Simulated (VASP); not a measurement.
A run of VASP 6.6.1 is set up as follows.

The input INCAR:

```
SYSTEM = Ru
  PREC = Accurate
  ENCUT = 600
  EDIFF = 1E-6
  ISMEAR = -1
  SIGMA = 0.05
  LREAL = .FALSE.
  LASPH = .TRUE.
  NELM = 150
  ALGO = Normal
  ISIF = 3
  LWAVE = .FALSE.
  LCHARG = .FALSE.
  ISPIN = 2
  MAGMOM = 1
  LORBIT = 11
  LMAXMIX = 4
  GGA = PE
  IBRION = 2
  NSW = 80
  EDIFFG = -0.01
```

Contents of KPOINTS:

```
Automatic mesh
0
G
  15 15 15
  0 0 0
```

POSCAR

```
Ru
1.0
   -1.5020265709      1.5020265709      1.5020265709
    1.5020265709     -1.5020265709      1.5020265709
    1.5020265709      1.5020265709     -1.5020265709
Ru
1
Direct
    0.0000000000      0.0000000000      0.0000000000
```

Potentials or basis: VASP PAW PBE potentials, release 64 (Ru_pv).

Run with:

```bash
$ cat potpaw_PBE.64/Ru_pv/POTCAR > POTCAR
$ mpirun -np 1 vasp_std > vasp.out
```

Q: Predict the relaxed cell.

A: a = 2.644 Å, b = 2.644 Å, c = 2.644 Å, α = 109.47°, β = 109.47°, γ = 109.47°.

Q: Predict the space group after relaxing (to 0.05 Å).

A: Im-3m (No. 229).

Q: Estimate the relaxed volume.

A: 14.23 Å³/atom.

Final structure:
```yaml
crystal:
  lattice:
    - [-1.52642, 1.52642, 1.52642]
    - [1.52642, -1.52642, 1.52642]
    - [1.52642, 1.52642, -1.52642]
  atoms:
    - { symbol: Ru, position: [0.00000, 0.00000, 0.00000] }
```
